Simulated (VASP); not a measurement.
The system is Ti.

```
Ti
1.0
    -1.60750    1.60750    1.60750
     1.60750   -1.60750    1.60750
     1.60750    1.60750   -1.60750
Ti
1
Direct
  0.00000 0.00000 0.00000
```

Base run:

- Program: VASP 6.6.1
- Functional: r2SCAN
- Potentials or basis: VASP PAW PBE potentials, release 64 (Ti_sv)
- Cutoff: 520 eV
- k mesh: 11 × 11 × 11
- Occupations: fermi-dirac, width 0.05 eV
- Spin: no spin polarisation

Its results: band gap on the k mesh zero (band 6 reaches 9.78 eV, above the bottom of band 7 at 7.94 eV); pressure 4.5 GPa.

Q: The run is repeated on the same cell with these changes: functional from r2SCAN to BHLYP; k mesh from 11 × 11 × 11 to 6 × 6 × 6. What comes out?

A: Band gap on the k mesh zero (band 6 reaches 12.28 eV, above the bottom of band 7 at 7.39 eV); pressure 6.3 GPa.

Several settings changed at once, so the effect can't be laid on one alone.

Caveats: some runs use coarse meshes; the PAW data sets were made with another functional, which shifts forces and pressure a little.
